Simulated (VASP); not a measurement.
# Sb (P6_3/mmc) in VASP: a series of runs

The runs below take Sb through single point, with r2SCAN.

Program: VASP 6.6.1. These are calculated values, not measurements. Logs are shortened: lines on timing, memory, paths and dates and some standing lists are left out, and cuts for length are marked.

**1. The cell of the first run**

It takes space group P6_3/mmc (No. 194, hexagonal). Conventional cell: a = 3.436 Å, b = 3.436 Å, c = 5.715 Å, α = 90.00°, β = 90.00°, γ = 120.00°. Within 4.5 Å of Sb (site symmetry -6m2) lie 12 Sb at 3.44 to 3.48 Å.

**2. Single point, r2SCAN (volume scaled by 1.08)**

Input file POSCAR:

```
Sb
1.0
    3.4361164854      0.0000000000      0.0000000000
   -1.7180582427      2.9757641667      0.0000000000
    0.0000000000      0.0000000000      5.7145557170
Sb
2
Direct
    0.3333333333      0.6666666667      0.2500000000
    0.6666666667      0.3333333333      0.7500000000
```

Input file INCAR.step1:

```
SYSTEM = Sb
PREC = Accurate
ENCUT = 520
ISMEAR = -1
SIGMA = 0.1
LREAL = .False.
LASPH = .True.
NELM = 80
NBANDS = 12
GGA = PE
ALGO = Normal
EDIFF = 1E-4
LWAVE = .True.
LCHARG = .False.
```

Input file INCAR.step2:

```
SYSTEM = Sb
PREC = Accurate
ENCUT = 520
EDIFF = 1E-6
ISMEAR = -1
SIGMA = 0.1
LREAL = .False.
LASPH = .True.
NELM = 80
ALGO = Normal
ISIF = 2
LWAVE = .False.
LCHARG = .False.
METAGGA = R2SCAN
LMIXTAU = .True.
NBANDS = 12
ISTART = 1
```

Input file KPOINTS:

```
regular mesh
0
Gamma
  12 12 7
  0 0 0
```

Potentials or basis: VASP PAW PBE potentials, release 64 (Sb).

Command:

```bash
cat potpaw_PBE.64/Sb/POTCAR > POTCAR
cp INCAR.step1 INCAR
mpirun -np 1 vasp_std > vasp.out
cp INCAR.step2 INCAR
mpirun -np 1 vasp_std > vasp.out
```

OUTCAR:

```text
SYSTEM = Sb
   PREC = Accurate
   ENCUT = 520
   EDIFF = 1E-6
   ISMEAR = -1
   LREAL = .False.
   LASPH = .True.
   NELM = 80
   ISIF = 2
   METAGGA = R2SCAN
   ISTART = 1

 ion  position               nearest neighbor table
   1  0.333  0.667  0.250-   2 3.48   2 3.48   2 3.48   2 3.48   2 3.48   2 3.48
   2  0.667  0.333  0.750-   1 3.48   1 3.48   1 3.48   1 3.48   1 3.48   1 3.48

  LATTYP: Found a hexagonal cell.
 ALAT       =     3.4361164854
 C/A-ratio  =     1.6630855622

  Lattice vectors:

 A1 = (   3.4361164854,   0.0000000000,   0.0000000000)
 A2 = (  -1.7180582427,   2.9757641667,   0.0000000000)
 A3 = (   0.0000000000,   0.0000000000,   5.7145557170)

Analysis of symmetry for initial positions (statically):
=====================================================================
 Subroutine PRICEL returns:
 Original cell was already a primitive cell.

 Routine SETGRP: Setting up the symmetry group for a
 hexagonal supercell.

 Subroutine GETGRP returns: Found 24 space group operations
 (whereof 12 operations were pure point group operations)
 out of a pool of 24 trial point group operations.

The static configuration has the point symmetry D_3d.
 The point group associated with its full space group is D_6h.

Analysis of symmetry for dynamics (positions and initial velocities):
=====================================================================
 Subroutine PRICEL returns:
 Original cell was already a primitive cell.

 Routine SETGRP: Setting up the symmetry group for a
 hexagonal supercell.

 Subroutine GETGRP returns: Found 24 space group operations
 (whereof 12 operations were pure point group operations)
 out of a pool of 24 trial point group operations.

The dynamic configuration has the point symmetry D_3d.
 The point group associated with its full space group is D_6h.

 Subroutine INISYM returns: Found 24 space group operations
 (whereof 12 operations are pure point group operations),
 and found     1 'primitive' translations

----------------------------------------------------------------------------------------

                                     Primitive cell

  volume of cell :      58.4317

  direct lattice vectors                    reciprocal lattice vectors
     3.436116485  0.000000000  0.000000000     0.291026222  0.168024068  0.000000000
    -1.718058243  2.975764167  0.000000000     0.000000000  0.336048136  0.000000000
     0.000000000  0.000000000  5.714555717     0.000000000  0.000000000  0.174991732

  length of vectors
     3.436116485  3.436116485  5.714555717     0.336048136  0.336048136  0.174991732

  position of ions in fractional coordinates (direct lattice)
     0.333333333  0.666666667  0.250000000
     0.666666667  0.333333333  0.750000000

  ion indices of the primitive-cell ions
   primitive index   ion index
                 1           1
                 2           2

----------------------------------------------------------------------------------------

 KPOINTS: regular mesh

Automatic generation of k-mesh.
 Grid dimensions read from file:
 generate k-points for:   12   12    7

 Generating k-lattice:

  Cartesian coordinates                     Fractional coordinates (reciprocal lattice)
     0.024252185  0.014002006  0.000000000     0.083333333  0.000000000  0.000000000
     0.000000000  0.028004011  0.000000000     0.000000000  0.083333333  0.000000000
     0.000000000  0.000000000  0.024998819     0.000000000  0.000000000  0.142857143

  Length of vectors
     0.028004011  0.028004011  0.024998819

  Shift w.r.t. Gamma in fractional coordinates (k-lattice)
     0.000000000  0.000000000  0.000000000

 Subroutine IBZKPT returns following result:
 ===========================================

 Found     76 irreducible k-points:

 Following reciprocal coordinates:
            Coordinates               Weight
  0.000000  0.000000  0.000000      1.000000
  0.083333 -0.000000  0.000000      6.000000
  0.166667 -0.000000  0.000000      6.000000
  0.250000  0.000000  0.000000      6.000000
  0.333333 -0.000000  0.000000      6.000000
  0.416667  0.000000  0.000000      6.000000
[... 16 lines left out ...]
  0.250000  0.000000  0.142857     12.000000
  0.333333 -0.000000  0.142857     12.000000
 [... further k-points ...]
   k-points           NKPTS =     76   k-points in BZ     NKDIM =     76   number of bands    NBANDS=     12
   number of dos      NEDOS =    301   number of ions     NIONS =      2
   total plane-waves  NPLWV =  37632
   dimension x,y,z NGX =    28 NGY =   28 NGZ =   48
   dimension x,y,z NGXF=    56 NGYF=   56 NGZF=   96
   ions per type =               2
   NGX,Y,Z   is equivalent  to a cutoff of  13.55, 13.55, 13.96 a.u.
   NGXF,Y,Z  is equivalent  to a cutoff of  27.09, 27.09, 27.93 a.u.
 SYSTEM =  Sb
   PREC   = accura    normal or accurate (medium, high low for compatibility)
   ISTART =      1    job   : 0-new  1-cont  2-samecut
   ICHARG =      0    charge: 1-file 2-atom 10-const
   ISPIN  =      1    spin polarized calculation?
   LNONCOLLINEAR =      F non collinear calculations
   LSORBIT =      F    spin-orbit coupling
   LASPH  =      T    aspherical Exc in radial PAW
   ENCUT  =  520.0 eV  38.22 Ry    6.18 a.u.   6.39  6.39 10.63*2*pi/ulx,y,z
   NELM   =     80;   NELMIN=  2; NELMDL=  0     # of ELM steps
   EDIFF  = 0.1E-05   stopping-criterion for ELM
   LREAL  =      F    real-space projection
   EDIFFG = 0.1E-04   stopping-criterion for IOM
   NSW    =      0    number of steps for IOM
   IBRION =     -1    ionic relax: 0-MD 1-quasi-New 2-CG
   NFREE  =      0    steps in history (QN), initial steepest desc. (CG)
   ISIF   =      2    stress and relaxation
   ISYM   =      2    0-nonsym 1-usesym 2-fastsym
   POTIM  = 0.5000    time-step for ionic-motion
   TEBEG  =    0.0;   TEEND  =   0.0 temperature during run
   PSTRESS=    0.0 pullay stress
   NELECT =      10.0000    total number of electrons
   NUPDOWN=      -1.0000    fix difference up-down
   EMIN   =  10.00;   EMAX   =-10.00  energy-range for DOS
   EFERMI =   0.00;   METHOD = LEGACY
   ISMEAR =    -1;   SIGMA  =   0.10  broadening in eV -4-tet -1-fermi 0-gaus
   EFERMI_NEDOS =   21; number of points for ismear=-14 and -15
   IALGO  =     38    algorithm
   IMIX   =      4    mixing-type and parameters
     AMIX     =   0.40;   BMIX     =  1.00
     AMIX_MAG =   1.60;   BMIX_MAG =  1.00
  volume/ion in A,a.u.               =      29.22       197.16
  Fermi-wavevector in a.u.,A,eV,Ry     =   0.908919  1.717608 11.240234  0.826134
  Thomas-Fermi vector in A             =   2.032902
   LORBIT       =      0    0 simple, 1 ext, 2 COOP (PROOUT), +10 PAW based schemes
   METAGGA = R2SCAN    functional components
   LHFCALC =     F    Hartree Fock is set to
   AEXX    =    0.0000 exact exchange contribution
   IVDW    =     0    specifies the selected vdW correction
   LEPSILON=     F    determine dielectric tensor
   LRPA    =     F    only Hartree local field effects (RPA)
 non-spin polarized calculation
  energy-cutoff  :      520.00
  volume of cell :       58.43
 maximum number of plane-waves:      1595
 NGX is ok and might be reduce to    28
   NGX = 13   NGY = 13   NGZ = 21

 number of electron      10.0000000 magnetization

 Free energy of the ion-electron system (eV)
  ---------------------------------------------------
  ext. energy  EPLUGINS =         0.00000000
  ---------------------------------------------------
  free energy    TOTEN  =       -50.51635383 eV

  energy without entropy =      -50.47011643  energy(sigma->0) =      -50.49323513

 E-fermi :   7.4311     XC(G=0): -10.4343

 val. band max:        7.3917708068   @ k =   0.0000   0.0000   0.4286
 cond. band min:       7.4536476981   @ k =   0.0833  -0.0000   0.4286
 fundamental gap:      0.0618768914
 Fermi energy:         7.4311449061

 k-point     1 :       0.0000    0.0000    0.0000
  band No.  band energies     occupation
      1      -5.5016      2.00000
      2      -2.1138      2.00000
      3       1.7992      2.00000
      4      10.9863      0.00000
      5      10.9863      0.00000
      6      12.2476      0.00000
      7      12.4829      0.00000
      8      12.4829      0.00000
      9      15.5694      0.00000
     10      16.7379      0.00000
     11      17.6364      0.00000
     12      17.6364      0.00000

 k-point     2 :       0.0833   -0.0000    0.0000
  band No.  band energies     occupation
      1      -5.3801      2.00000
      2      -2.0069      2.00000
      3       1.9249      2.00000
      4       9.8496      0.00000
      5      10.5659      0.00000
      6      11.8215      0.00000
      7      12.1587      0.00000
      8      12.5124      0.00000
      9      15.8480      0.00000
     10      16.6308      0.00000
     11      17.6557      0.00000
     12      17.7792      0.00000

 k-point     3 :       0.1667   -0.0000    0.0000
  band No.  band energies     occupation
      1      -5.0177      2.00000
      2      -1.6945      2.00000
      3       2.2988      2.00000
      4       7.7832      0.05749
      5       9.7749      0.00000
      6      10.2694      0.00000
      7      11.7709      0.00000
      8      12.2633      0.00000
      9      14.6390      0.00000
     10      16.7711      0.00000
     11      17.4456      0.00000
     12      17.8450      0.00000
[... 286 lines left out ...]
 k-point    23 :       0.2500    0.0000    0.1429
  band No.  band energies     occupation
      1      -4.3282      2.00000
      2      -1.5475      2.00000
      3       3.3867      2.00000
      4       5.8478      2.00000
      5       8.0857      0.00287
      6       9.1057      0.00000
      7      10.7944      0.00000
      8      11.5437      0.00000
      9      13.7098      0.00000
     10      15.3345      0.00000
     11      16.3494      0.00000
     12      18.0985      0.00000

 k-point    24 :       0.3333   -0.0000    0.1429
  band No.  band energies     occupation
      1      -3.5249      2.00000
      2      -0.9547      2.00000
      3       3.5670      2.00000
      4       4.6709      2.00000
      5       6.2514      1.99998
      6       8.5114      0.00004
      7       9.8214      0.00000
      8      11.0446      0.00000
      9      13.0177      0.00000
     10      14.7837      0.00000
     11      16.1720      0.00000
     12      17.6621      0.00000

 [... further k-points ...]

------------------------ aborting loop because EDIFF is reached ----------------------------------------

  FORCE on cell =-STRESS in cart. coord.  units (eV):
  Direction    XX          YY          ZZ          XY          YZ          ZX
  --------------------------------------------------------------------------------------
  -------------------------------------------------------------------------------------
  Total       -1.4749631     -1.4749631     -1.2856541      0.0000000      0.0000000      0.0000000
  in kB      -40.4429536    -40.4429536    -35.2521710      0.0000000      0.0000000      0.0000000
  external PRESSURE =     -38.7126927 kB  Pullay stress =       0.0000000 kB

 VOLUME and BASIS-vectors are now :
 -----------------------------------------------------------------------------
  energy-cutoff  :      520.00
  volume of cell :       58.43
      direct lattice vectors                 reciprocal lattice vectors
     3.436116485  0.000000000  0.000000000     0.291026222  0.168024068  0.000000000
    -1.718058243  2.975764167  0.000000000     0.000000000  0.336048136  0.000000000
     0.000000000  0.000000000  5.714555717     0.000000000  0.000000000  0.174991732

 POSITION                                       TOTAL-FORCE (eV/Angst)
 -----------------------------------------------------------------------------------
     -0.00000      1.98384      1.42864         0.000000      0.000000      0.000000
      1.71806      0.99192      4.28592        -0.000000     -0.000000      0.000000
 -----------------------------------------------------------------------------------
    total drift:                               -0.000000      0.000000      0.000000

  FREE ENERGIE OF THE ION-ELECTRON SYSTEM (eV)
  ---------------------------------------------------
  free  energy   TOTEN  =       -50.5163538270 eV

  energy  without entropy=      -50.4701164341  energy(sigma->0) =      -50.49323513
```

Run time: 2.5 min. Hardware: 1 thread of Intel Xeon Platinum 8488C (Sapphire Rapids), shared host; peak memory 0.21 GiB.

What came out:

```
Free energy            : -50.5164 eV
Pressure               : -3.9 GPa
Band gap on the k mesh : zero (band 5 reaches 11.55 eV, above the bottom of band 6 at 4.65 eV)
```

Levels at points of the mesh, in eV from the Fermi level:
```
           k point  band 3  band 4  band 5  band 6  band 7  band 8
(0.00, 0.00, 0.00)   -5.63    3.56    3.56    4.82    5.05    5.05
(0.50, 0.00, 0.00)   -4.41   -3.20   -2.18    0.04    0.48    3.40
```

Caveat: the PAW data sets were made with another functional, which shifts forces and pressure a little; spin-orbit coupling is left out, which moves the levels of the heavy elements.

**3. Single point, r2SCAN (volume scaled by 1.12)**

Input file POSCAR:

```
Sb
1.0
    3.4780244752      0.0000000000      0.0000000000
   -1.7390122376      3.0120575505      0.0000000000
    0.0000000000      0.0000000000      5.7842522898
Sb
2
Direct
    0.3333333333      0.6666666667      0.2500000000
    0.6666666667      0.3333333333      0.7500000000
```

Input file INCAR.step1:

```
SYSTEM = Sb
PREC     = Accurate       ! precision mode
ENCUT    = 520            ! plane-wave cutoff, eV
ISMEAR   = -1             ! smearing method
SIGMA    = 0.1            ! smearing width, eV
LREAL    = .FALSE.        ! projectors in reciprocal space
LASPH    = .TRUE.         ! aspherical terms in the spheres
NELM     = 80             ! most SCF steps
NBANDS   = 12             ! bands
GGA      = PE             ! functional
ALGO     = Normal         ! electronic algorithm
EDIFF    = 1E-4           ! SCF threshold, eV
LWAVE    = .TRUE.         ! write WAVECAR
LCHARG   = .FALSE.        ! write CHGCAR
```

Input file INCAR.step2:

```
SYSTEM = Sb
PREC     = Accurate       ! precision mode
ENCUT    = 520            ! plane-wave cutoff, eV
EDIFF    = 1E-7           ! SCF threshold, eV
ISMEAR   = -1             ! smearing method
SIGMA    = 0.1            ! smearing width, eV
LREAL    = .FALSE.        ! projectors in reciprocal space
LASPH    = .TRUE.         ! aspherical terms in the spheres
NELM     = 80             ! most SCF steps
ALGO     = Normal         ! electronic algorithm
ISIF     = 2              ! what is computed and relaxed
LWAVE    = .FALSE.        ! write WAVECAR
LCHARG   = .FALSE.        ! write CHGCAR
METAGGA  = R2SCAN         ! meta-GGA
LMIXTAU  = .TRUE.       
NBANDS   = 12             ! bands
ISTART   = 1
```

Input file KPOINTS:

```
regular mesh
0
G
  12 12 7
  0 0 0
```

Potentials or basis: VASP PAW PBE potentials, release 64 (Sb).

Command:

```bash
cat potpaw_PBE.64/Sb/POTCAR > POTCAR
cp INCAR.step1 INCAR
mpirun -np 1 vasp_std > vasp.out
cp INCAR.step2 INCAR
mpirun -np 1 vasp_std > vasp.out
```

It took 2.8 min on 1 thread of Intel Xeon Platinum 8488C (Sapphire Rapids), shared host; peak memory 0.22 GiB.

It converged, with:

```yaml
Free_energy: -50.4540 eV
Pressure: -5.3 GPa
Band_gap_on_the_k_mesh: zero (band 5 reaches 10.90 eV, above the bottom of band 6 at 4.34 eV)
```

Stress tensor (GPa, compression positive):
```
-5.63  0.00  0.00
 0.00 -5.63  0.00
 0.00  0.00 -4.71
```

Levels at points of the mesh, in eV from the Fermi level:
```tsv
k point	band 3	band 4	band 5	band 6	band 7	band 8
(0.00, 0.00, 0.00)	-5.40	3.38	3.38	4.57	4.80	4.80
(0.50, 0.00, 0.00)	-4.30	-3.09	-2.07	0.09	0.47	3.23
```

Caveat: the PAW data sets were made with another functional, which shifts forces and pressure a little; spin-orbit coupling is left out, which moves the levels of the heavy elements.

(Part 1 of 2 ends here.)
